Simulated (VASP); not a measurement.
# MoS2 (P-6m2) in VASP: further runs

The runs below take MoS2 through single point, with PBE+D3(BJ).

All numbers are computed with VASP 6.6.1; they aren't measurements. Logs are shortened: lines on timing, memory, paths and dates and some standing lists are left out, and cuts for length are marked.

### 1 The cell of the first run

It takes space group P-6m2 (No. 187, hexagonal). Conventional cell: a = 3.118 Å, b = 3.118 Å, c = 6.236 Å, α = 90.00°, β = 90.00°, γ = 120.00°. Within 3.2 Å of Mo (site symmetry -6m2) lie 6 S at 2.32 Å and 6 Mo at 3.12 Å. Within 3.3 Å of S (site symmetry 3m) lie 3 Mo at 2.32 Å and 8 S at 2.94 to 3.30 Å.

### 2 Single point, PBE+D3(BJ) (17.50 Å³/atom)

File INCAR:

```
SYSTEM = MoS2
ALGO = Normal
EDIFF = 1E-6
ENCUT = 500
GGA = PE
GGA_COMPAT = .False.
ISIF = 2
ISMEAR = 0
IVDW = 12
LASPH = .True.
LCHARG = .False.
LREAL = .False.
LWAVE = .False.
NBANDS = 20
NELM = 120
PREC = Accurate
SIGMA = 0.05
```

File KPOINTS:

```
k-points
0
Gamma
  12 12 6
  0 0 0
```

File POSCAR:

```
MoS2
1.0
    3.1181665666      0.0000000000      0.0000000000
   -1.5590832833      2.7004114599      0.0000000000
    0.0000000000      0.0000000000      6.2363331332
Mo S
1 2
Direct
    0.0000000000      0.0000000000      0.0000000000
    0.3333333333      0.6666666667      0.2357940733
    0.3333333333      0.6666666667      0.7642059267
```

Potentials or basis: VASP PAW PBE potentials, release 64 (Mo_sv, S).

Started as:

```sh
$ cat potpaw_PBE.64/Mo_sv/POTCAR potpaw_PBE.64/S/POTCAR > POTCAR
$ mpirun -np 1 vasp_std > vasp.out
```

OUTCAR:

```text
SYSTEM = MoS2
   EDIFF = 1E-6
   ENCUT = 500
   GGA = PE
   ISIF = 2
   ISMEAR = 0
   IVDW = 12
   LASPH = .True.
   LREAL = .False.
   NELM = 120
   PREC = Accurate
 IVDW          = 12

 ion  position               nearest neighbor table
   1  0.000  0.000  0.000-   2 2.32   3 2.32   2 2.32   3 2.32   2 2.32   3 2.32
   2  0.333  0.667  0.236-   1 2.32   1 2.32   1 2.32
   3  0.333  0.667  0.764-   1 2.32   1 2.32   1 2.32

  LATTYP: Found a hexagonal cell.
 ALAT       =     3.1181665666
 C/A-ratio  =     2.0000000000

  Lattice vectors:

 A1 = (   3.1181665666,   0.0000000000,   0.0000000000)
 A2 = (  -1.5590832833,   2.7004114599,   0.0000000000)
 A3 = (   0.0000000000,   0.0000000000,   6.2363331332)

Analysis of symmetry for initial positions (statically):
=====================================================================
 Subroutine PRICEL returns:
 Original cell was already a primitive cell.

 Routine SETGRP: Setting up the symmetry group for a
 hexagonal supercell.

 Subroutine GETGRP returns: Found 12 space group operations
 (whereof 12 operations were pure point group operations)
 out of a pool of 24 trial point group operations.

The static configuration has the point symmetry D_3h.

Analysis of symmetry for dynamics (positions and initial velocities):
=====================================================================
 Subroutine PRICEL returns:
 Original cell was already a primitive cell.

 Routine SETGRP: Setting up the symmetry group for a
 hexagonal supercell.

 Subroutine GETGRP returns: Found 12 space group operations
 (whereof 12 operations were pure point group operations)
 out of a pool of 24 trial point group operations.

The dynamic configuration has the point symmetry D_3h.

 Subroutine INISYM returns: Found 12 space group operations
 (whereof 12 operations are pure point group operations),
 and found     1 'primitive' translations

----------------------------------------------------------------------------------------

                                     Primitive cell

  volume of cell :      52.5120

  direct lattice vectors                    reciprocal lattice vectors
     3.118166567  0.000000000  0.000000000     0.320701277  0.185156969  0.000000000
    -1.559083283  2.700411460  0.000000000     0.000000000  0.370313937  0.000000000
     0.000000000  0.000000000  6.236333133     0.000000000  0.000000000  0.160350639

  length of vectors
     3.118166567  3.118166567  6.236333133     0.370313937  0.370313937  0.160350639

  position of ions in fractional coordinates (direct lattice)
     0.000000000  0.000000000  0.000000000
     0.333333333  0.666666667  0.235794073
     0.333333333  0.666666667  0.764205927

  ion indices of the primitive-cell ions
   primitive index   ion index
                 1           1
                 2           2
                 3           3

----------------------------------------------------------------------------------------

 KPOINTS: k-points

Automatic generation of k-mesh.
 Grid dimensions read from file:
 generate k-points for:   12   12    6

 Generating k-lattice:

  Cartesian coordinates                     Fractional coordinates (reciprocal lattice)
     0.026725106  0.015429747  0.000000000     0.083333333  0.000000000  0.000000000
     0.000000000  0.030859495  0.000000000     0.000000000  0.083333333  0.000000000
     0.000000000  0.000000000  0.026725106     0.000000000  0.000000000  0.166666667

  Length of vectors
     0.030859495  0.030859495  0.026725106

  Shift w.r.t. Gamma in fractional coordinates (k-lattice)
     0.000000000  0.000000000  0.000000000

 Subroutine IBZKPT returns following result:
 ===========================================

 Found     76 irreducible k-points:

 Following reciprocal coordinates:
            Coordinates               Weight
  0.000000  0.000000  0.000000      1.000000
  0.083333  0.000000  0.000000      6.000000
  0.166667  0.000000  0.000000      6.000000
  0.250000  0.000000  0.000000      6.000000
  0.333333  0.000000  0.000000      6.000000
  0.416667  0.000000  0.000000      6.000000
[... 16 lines left out ...]
  0.250000  0.000000  0.166667     12.000000
  0.333333  0.000000  0.166667     12.000000
 [... further k-points ...]
   k-points           NKPTS =     76   k-points in BZ     NKDIM =     76   number of bands    NBANDS=     20
   number of dos      NEDOS =    301   number of ions     NIONS =      3
   total plane-waves  NPLWV =  27648
   dimension x,y,z NGX =    24 NGY =   24 NGZ =   48
   dimension x,y,z NGXF=    48 NGYF=   48 NGZF=   96
   ions per type =               1   2
   NGX,Y,Z   is equivalent  to a cutoff of  12.80, 12.80, 12.80 a.u.
   NGXF,Y,Z  is equivalent  to a cutoff of  25.59, 25.59, 25.59 a.u.
 SYSTEM =  MoS2
   PREC   = accura    normal or accurate (medium, high low for compatibility)
   ISTART =      0    job   : 0-new  1-cont  2-samecut
   ICHARG =      2    charge: 1-file 2-atom 10-const
   ISPIN  =      1    spin polarized calculation?
   LNONCOLLINEAR =      F non collinear calculations
   LSORBIT =      F    spin-orbit coupling
   LASPH  =      T    aspherical Exc in radial PAW
   ENCUT  =  500.0 eV  36.75 Ry    6.06 a.u.   5.69  5.69 11.37*2*pi/ulx,y,z
   NELM   =    120;   NELMIN=  2; NELMDL= -5     # of ELM steps
   EDIFF  = 0.1E-05   stopping-criterion for ELM
   LREAL  =      F    real-space projection
   EDIFFG = 0.1E-04   stopping-criterion for IOM
   NSW    =      0    number of steps for IOM
   IBRION =     -1    ionic relax: 0-MD 1-quasi-New 2-CG
   NFREE  =      0    steps in history (QN), initial steepest desc. (CG)
   ISIF   =      2    stress and relaxation
   ISYM   =      2    0-nonsym 1-usesym 2-fastsym
   POTIM  = 0.5000    time-step for ionic-motion
   TEBEG  =    0.0;   TEEND  =   0.0 temperature during run
   PSTRESS=    0.0 pullay stress
   NELECT =      26.0000    total number of electrons
   NUPDOWN=      -1.0000    fix difference up-down
   EMIN   =  10.00;   EMAX   =-10.00  energy-range for DOS
   EFERMI =   0.00;   METHOD = LEGACY
   ISMEAR =     0;   SIGMA  =   0.05  broadening in eV -4-tet -1-fermi 0-gaus
   EFERMI_NEDOS =   21; number of points for ismear=-14 and -15
   IALGO  =     38    algorithm
   IMIX   =      4    mixing-type and parameters
     AMIX     =   0.40;   BMIX     =  1.00
     AMIX_MAG =   1.60;   BMIX_MAG =  1.00
  volume/ion in A,a.u.               =      17.50       118.12
  Fermi-wavevector in a.u.,A,eV,Ry     =   1.295129  2.447439 22.821863  1.677360
  Thomas-Fermi vector in A             =   2.426668
   LORBIT       =      0    0 simple, 1 ext, 2 COOP (PROOUT), +10 PAW based schemes
   GGA     = PE    functional components
   LHFCALC =     F    Hartree Fock is set to
   AEXX    =    0.0000 exact exchange contribution
   IVDW    =    12    specifies the selected vdW correction
   LEPSILON=     F    determine dielectric tensor
   LRPA    =     F    only Hartree local field effects (RPA)
 non-spin polarized calculation
 Gauss-broadening in eV      SIGMA  =   0.05
  energy-cutoff  :      500.00
  volume of cell :       52.51
 maximum number of plane-waves:      1355
 NGX is ok and might be reduce to    24
   NGX = 11   NGY = 11   NGZ = 23

 number of electron      25.9999998 magnetization

 Free energy of the ion-electron system (eV)
  ---------------------------------------------------
  ext. energy  EPLUGINS =         0.00000000
  ---------------------------------------------------
  free energy    TOTEN  =       -21.43316442 eV

  energy without entropy =      -21.43316442  energy(sigma->0) =      -21.43316442

 E-fermi :   8.4050     XC(G=0): -10.7212

 val. band max:        8.0409928785   @ k =   0.0000   0.0000   0.5000
 cond. band min:       8.6463687589   @ k =   0.3333   0.3333   0.0000
 fundamental gap:      0.6053758803
 Fermi energy:         8.4050236827

 k-point     1 :       0.0000    0.0000    0.0000
  band No.  band energies     occupation
      1     -53.6761      2.00000
      2     -27.9073      2.00000
      3     -27.6378      2.00000
      4     -27.6378      2.00000
      5      -7.6584      2.00000
      6      -5.7143      2.00000
[... 12 lines left out ...]
     19      15.8333      0.00000
     20      16.8347      0.00000

 k-point     2 :       0.0833    0.0000    0.0000
  band No.  band energies     occupation
      1     -53.6726      2.00000
      2     -27.9003      2.00000
      3     -27.6720      2.00000
      4     -27.6454      2.00000
      5      -7.5428      2.00000
      6      -5.6828      2.00000
[... 12 lines left out ...]
     19      15.9441      0.00000
     20      17.3188      0.00000

 k-point     3 :       0.1667    0.0000    0.0000
  band No.  band energies     occupation
      1     -53.6631      2.00000
      2     -27.8813      2.00000
      3     -27.7645      2.00000
      4     -27.6661      2.00000
      5      -7.2153      2.00000
      6      -5.5938      2.00000
[... 12 lines left out ...]
     19      16.1460      0.00000
     20      17.3069      0.00000

 k-point     4 :       0.2500    0.0000    0.0000
  band No.  band energies     occupation
      1     -53.6501      2.00000
      2     -27.8888      2.00000
      3     -27.8553      2.00000
      4     -27.6942      2.00000
      5      -6.7332      2.00000
      6      -5.4644      2.00000
[... 12 lines left out ...]
     19      16.3851      0.00000
     20      16.8740      0.00000

 k-point     5 :       0.3333    0.0000    0.0000
  band No.  band energies     occupation
      1     -53.6370      2.00000
      2     -28.0107      2.00000
      3     -27.8291      2.00000
      4     -27.7221      2.00000
      5      -6.1954      2.00000
      6      -5.3243      2.00000
[... 12 lines left out ...]
     19      15.4048      0.00000
     20      16.0772      0.00000
[... 353 lines left out ...]
      6      -5.7571      2.00000
[... 12 lines left out ...]
     19      16.1552      0.00000
     20      17.1210      0.00000

 k-point    22 :       0.1667    0.0000    0.1667
  band No.  band energies     occupation
      1     -53.6631      2.00000
      2     -27.8814      2.00000
      3     -27.7645      2.00000
      4     -27.6661      2.00000
      5      -7.1789      2.00000
      6      -5.6613      2.00000
[... 12 lines left out ...]
     19      16.2798      0.00000
     20      17.3306      0.00000

 k-point    23 :       0.2500    0.0000    0.1667
  band No.  band energies     occupation
      1     -53.6501      2.00000
      2     -27.8888      2.00000
      3     -27.8553      2.00000
      4     -27.6942      2.00000
      5      -6.6979      2.00000
      6      -5.5222      2.00000
[... 12 lines left out ...]
     19      16.2209      0.00000
     20      16.9138      0.00000

 k-point    24 :       0.3333    0.0000    0.1667
  band No.  band energies     occupation
      1     -53.6370      2.00000
      2     -28.0106      2.00000
      3     -27.8291      2.00000
      4     -27.7221      2.00000
      5      -6.1632      2.00000
      6      -5.3708      2.00000
[... 12 lines left out ...]
     19      15.4731      0.00000
     20      16.1401      0.00000

 [... further k-points ...]

------------------------ aborting loop because EDIFF is reached ----------------------------------------

 Edisp (eV)   -1.29562

 E8    (eV) :    -0.5222

  FORCE on cell =-STRESS in cart. coord.  units (eV):
  Direction    XX          YY          ZZ          XY          YZ          ZX
  --------------------------------------------------------------------------------------
  -------------------------------------------------------------------------------------
  Total       3.53324     3.53324     7.37650    -0.00000     0.00000     0.00000
  in kB     107.80167   107.80167   225.06217    -0.00000     0.00000     0.00000
  external pressure =      146.89 kB  Pullay stress =        0.00 kB

 VOLUME and BASIS-vectors are now :
 -----------------------------------------------------------------------------
  energy-cutoff  :      500.00
  volume of cell :       52.51
      direct lattice vectors                 reciprocal lattice vectors
     3.118166567  0.000000000  0.000000000     0.320701277  0.185156969  0.000000000
    -1.559083283  2.700411460  0.000000000     0.000000000  0.370313937  0.000000000
     0.000000000  0.000000000  6.236333133     0.000000000  0.000000000  0.160350639

 POSITION                                       TOTAL-FORCE (eV/Angst)
 -----------------------------------------------------------------------------------
      0.00000      0.00000      0.00000        -0.000000     -0.000000      0.000000
     -0.00000      1.80027      1.47049         0.000000      0.000000      2.198668
     -0.00000      1.80027      4.76584        -0.000000     -0.000000     -2.198668
 -----------------------------------------------------------------------------------
    total drift:                                0.000000     -0.000000     -0.000000

  FREE ENERGIE OF THE ION-ELECTRON SYSTEM (eV)
  ---------------------------------------------------
  free  energy   TOTEN  =       -22.7287819282 eV

  energy  without entropy=      -22.7287819282  energy(sigma->0) =      -22.72878193
```

Run time: 39 s. Hardware: 1 thread of Intel Xeon Platinum 8488C (Sapphire Rapids), shared host; peak memory 0.22 GiB.

What came out:

```yaml
Free_energy: -22.7288 eV
Pressure: 14.7 GPa
Largest_force: 2.199 eV/Å
Band_gap_on_the_k_mesh: 0.61 eV (least direct gap 1.65 eV)
Dispersion_energy_per_atom: -0.432 eV
```

Forces in eV/Å, atoms in the order of the input:
```
Mo   0.000  0.000  0.000
S    0.000  0.000  2.199
S    0.000  0.000 -2.199
```

Stress tensor (GPa, compression positive):
```
10.78  0.00  0.00
 0.00 10.78  0.00
 0.00  0.00 22.51
```

Levels at points of the mesh, in eV from the valence-band top:
```
           k point  band 10  band 11  band 12  band 13  band 14  band 15  band 16  band 17
(0.00, 0.00, 0.00)    -2.83    -2.83    -1.53    -1.32     2.05     2.05     2.42     2.42
(0.50, 0.00, 0.00)    -4.60    -2.18    -2.12    -1.95     1.39     1.92     3.71     4.12
(0.00, 0.00, 0.50)    -3.58    -2.86    -2.86     0.00     1.93     1.93     2.59     2.59
(0.50, 0.00, 0.50)    -4.64    -3.40    -2.07    -1.34     1.42     2.12     2.86     3.79
```

Caveat: the cell stands under pressure; forces of over 1 eV/Å act on the atoms, so gaps and moduli don't describe the material at rest. A k mesh can miss the band edges.

### 3 Single point, PBE+D3(BJ) (17.50 Å³/atom)

File INCAR:

```
SYSTEM = MoS2
PREC     = Accurate       ! precision mode
ENCUT    = 500            ! plane-wave cutoff, eV
EDIFF    = 1E-6           ! SCF threshold, eV
ISMEAR   = 0              ! smearing method
SIGMA    = 0.05           ! smearing width, eV
LREAL    = .False.        ! projectors in reciprocal space
LASPH    = .True.         ! aspherical terms in the spheres
NELM     = 120            ! most SCF steps
ALGO     = Normal         ! electronic algorithm
ISIF     = 2              ! what is computed and relaxed
LWAVE    = .False.        ! write WAVECAR
LCHARG   = .False.        ! write CHGCAR
GGA      = PE             ! functional
IVDW     = 12             ! dispersion correction
NBANDS   = 20             ! bands
GGA_COMPAT= .False.
```

File KPOINTS:

```
Automatic mesh
0
Gamma
  12 12 6
  0 0 0
```

File POSCAR:

```
MoS2
1.0
    3.0630833798      0.0000000000      0.0000000000
   -1.5315416899      2.6527080208      0.0000000000
    0.0000000000      0.0000000000      6.4626448463
Mo S
1 2
Direct
    0.0000000000      0.0000000000      0.0000000000
    0.3333333333      0.6666666667      0.2357940733
    0.3333333333      0.6666666667      0.7642059267
```

Potentials or basis: VASP PAW PBE potentials, release 64 (Mo_sv, S).

Started as:

```sh
$ cat potpaw_PBE.64/Mo_sv/POTCAR potpaw_PBE.64/S/POTCAR > POTCAR
$ mpirun -np 1 vasp_std > vasp.out
```

Wall time 46 s (1 thread of Intel Xeon Platinum 8488C (Sapphire Rapids), shared host); peak memory 0.22 GiB.

The run converged. Its results:

| Quantity | Value |
| --- | --- |
| Free energy | -22.8060 eV |
| Pressure | 13.9 GPa |
| Largest force | 1.504 eV/Å |
| Band gap on the k mesh | 1.21 eV (least direct gap 1.97 eV) |
| Dispersion energy per atom | -0.433 eV |

Forces on the atoms (eV/Å):
```
Mo   0.000  0.000  0.000
S    0.000  0.000  1.504
S    0.000  0.000 -1.504
```

Stress tensor (GPa, compression positive):
```
13.44  0.00  0.00
 0.00 13.44  0.00
 0.00  0.00 14.91
```

Levels at points of the mesh, in eV from the valence-band top:
| k point | band 9 | band 10 | band 11 | band 12 | band 13 | band 14 | band 15 | band 16 | band 17 | band 18 |
| --- | --- | --- | --- | --- | --- | --- | --- | --- | --- | --- |
| (0.00, 0.00, 0.00) | -3.35 | -2.05 | -2.05 | -1.57 | -1.18 | 2.64 | 2.64 | 2.90 | 2.90 | 6.18 |
| (0.50, 0.00, 0.00) | -5.23 | -3.94 | -2.07 | -1.48 | -1.42 | 2.14 | 2.52 | 4.08 | 4.47 | 5.28 |
| (0.00, 0.00, 0.50) | -3.34 | -3.31 | -2.07 | -2.07 | 0.00 | 2.56 | 2.56 | 3.02 | 3.02 | 6.28 |
| (0.50, 0.00, 0.50) | -4.79 | -3.97 | -3.07 | -1.33 | -0.93 | 2.16 | 2.81 | 3.30 | 4.23 | 6.82 |

Caveat: the cell stands under pressure; forces of over 1 eV/Å act on the atoms, so gaps and moduli don't describe the material at rest.

(Continued in part 2 of 2.)
